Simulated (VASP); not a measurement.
Set up this calculation in VASP 6.6.1, as the native input.

| Property | Result |
| --- | --- |
| Task | relaxation of the atoms |
| Functional | PBEsol |
| Potentials or basis | VASP PAW PBE potentials, release 64 (Si, Ni) |
| Cutoff | 450 eV |
| k mesh | 1 × 1 × 1, shifted |
| Occupations | fermi-dirac, width 0.05 eV |
| Spin | no spin polarisation |
| Dipole correction | no |
| Further INCAR settings | LREAL = Auto; ALGO = Normal; EDIFF = 1e-07; ISYM = -1; IBRION = 2; EDIFFG = -0.03; NSW = 100 |

The structure of Si64Ni (a cell with a defect) lies in POSCAR:

```
Si64Ni
1.0
   10.8655790000      0.0000000000      0.0000000000
    0.0000000000     10.8655790000      0.0000000000
    0.0000000000      0.0000000000     10.8655790000
Si Ni
64 1
Direct
    0.0006260000      0.0014660000      0.0013850000
    0.9987400000      0.0001020000      0.4995140000
    0.0010850000      0.4999820000      0.0000060000
    0.0011040000      0.4958070000      0.5016380000
    0.5025860000      0.0027590000      0.0007170000
    0.4995740000      0.0023320000      0.4968970000
    0.5004260000      0.5026740000      0.0004130000
    0.4993430000      0.4987880000      0.5008650000
    0.1230780000      0.1232330000      0.1244640000
    0.1273870000      0.1253660000      0.6278270000
    0.1256380000      0.6230510000      0.1279320000
    0.1253190000      0.6226420000      0.6257690000
    0.6249520000      0.1229740000      0.1251340000
    0.6222730000      0.1292280000      0.6244840000
    0.6277480000      0.6231530000      0.1224310000
    0.6270080000      0.6227300000      0.6247320000
    0.2494700000      0.2505830000      0.0010760000
    0.2474860000      0.2514980000      0.4987980000
    0.2513040000      0.7524300000      0.9977800000
    0.2497780000      0.7512720000      0.4996260000
    0.7509100000      0.2492720000      0.9995760000
    0.7505640000      0.2509880000      0.5013060000
    0.7498520000      0.7516600000      0.0028000000
    0.7502640000      0.7474930000      0.5011790000
    0.3752460000      0.3752890000      0.1249730000
    0.3733220000      0.3751810000      0.6248480000
    0.3734410000      0.8734060000      0.1274710000
    0.3761130000      0.8750100000      0.6275460000
    0.8740380000      0.3763360000      0.1271750000
    0.8722860000      0.3775140000      0.6248760000
    0.8776900000      0.8776870000      0.1242940000
    0.8750710000      0.8741660000      0.6259200000
    0.2512360000      0.0007470000      0.2479870000
    0.2503080000      0.0026670000      0.7477660000
    0.2480690000      0.5020430000      0.2493820000
    0.2487270000      0.4993930000      0.7502930000
    0.7498450000      0.9983690000      0.2501160000
    0.7470260000      0.0020630000      0.7505360000
    0.7504480000      0.5023910000      0.2468420000
    0.7486680000      0.4979180000      0.7500310000
    0.3768320000      0.1249000000      0.3751220000
    0.3771440000      0.1257490000      0.8741820000
    0.3737760000      0.6220400000      0.3735140000
    0.3715140000      0.6234430000      0.8762520000
    0.8760700000      0.1230800000      0.3735810000
    0.8689900000      0.1276560000      0.8736430000
    0.8783630000      0.6251520000      0.3761440000
    0.8724500000      0.6235470000      0.8761470000
    0.0019050000      0.2521830000      0.2441990000
    0.9981210000      0.2538400000      0.7522960000
    0.9985610000      0.7491240000      0.2489850000
    0.0001950000      0.7482980000      0.7505210000
    0.5004410000      0.2499840000      0.2499130000
    0.5006590000      0.2491450000      0.7507100000
    0.4986240000      0.7487870000      0.2497660000
    0.5004180000      0.7482370000      0.7474340000
    0.1210120000      0.3737970000      0.3727130000
    0.1247760000      0.3768060000      0.8764450000
    0.1238910000      0.8774390000      0.3753690000
    0.1219730000      0.8743490000      0.8759590000
    0.6221000000      0.3743860000      0.3728700000
    0.6262850000      0.3755390000      0.8776680000
    0.6260860000      0.8708810000      0.3770110000
    0.6279910000      0.8726790000      0.8745120000
    0.3796480000      0.3744660000      0.3737850000
```

These files were run (other wordings do the same):

INCAR

```
SYSTEM = Si64Ni
PREC = Accurate
ENCUT = 450
EDIFF = 1E-7
ISMEAR = -1
SIGMA = 0.05
LREAL = Auto
LASPH = .TRUE.
NELM = 120
ALGO = Normal
ISIF = 2
LWAVE = .FALSE.
LCHARG = .FALSE.
GGA = PS
IBRION = 2
NSW = 100
EDIFFG = -0.03
ISYM = -1
GGA_COMPAT = .FALSE.
NELMIN = 4
KPAR = 1
```

KPOINTS

```
explicit points
1
Reciprocal
  0.25000000   0.25000000   0.25000000 1
```

Potentials or basis: VASP PAW PBE potentials, release 64 (Si, Ni).

Run with:

```console
$ cat potpaw_PBE.64/Si/POTCAR potpaw_PBE.64/Ni/POTCAR > POTCAR
$ mpirun -np 4 vasp_std > vasp.out
```

It gave:

* Energy gained by relaxing: 8.3 meV/atom
* Ionic steps: 17
* Pressure after relaxing: 0.2 GPa
* Largest force after relaxing: 0.030 eV/Å
* Band gap on the k mesh: 0.86 eV

Caveat: the PAW data sets were made with another functional, which shifts forces and pressure a little.

Run time: 16 min on 4 MPI ranks on Intel(R) Xeon(R) Platinum 8375C CPU @ 2.90GHz (Ice Lake) (shared host), peak memory 0.4 GiB a rank.
